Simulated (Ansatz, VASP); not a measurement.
## Two plane-wave programs on ZnSnN2

```xyz
4
Lattice="3.2066 0.0000 0.0000 0.0000 3.2066 0.0000 0.0000 0.0000 4.3142" Properties=species:S:1:pos:R:3 pbc="T T T"
Zn    0.0000    0.0000    0.0000
N     0.0000    0.0000    2.1571
N     1.6033    1.6033    0.0000
Sn    1.6033    1.6033    2.1571
```

Alike in both runs: task single point; functional PBEsol; k mesh 6 × 6 × 4; occupations fermi-dirac, width 0.02 eV; no spin polarisation.

|  | VASP | Ansatz |
| --- | --- | --- |
| version | VASP 6.6.1 | Ansatz 0.2.0 |
| potentials or method | VASP PAW PBE potentials, release 64 (Zn, N, Sn_d) | plane waves, PAW |
| plane-wave cutoff (eV) | 520 | 420 |
| valence electrons in the cell | 36 | 36 |

```tsv
	VASP	Ansatz	Ansatz less VASP
pressure (GPa)	0.5	0.0	-0.52
```

VASP's potentials were made for PBE, not for PBEsol.

The k mesh is coarse, so the values compare programs but aren't converged.
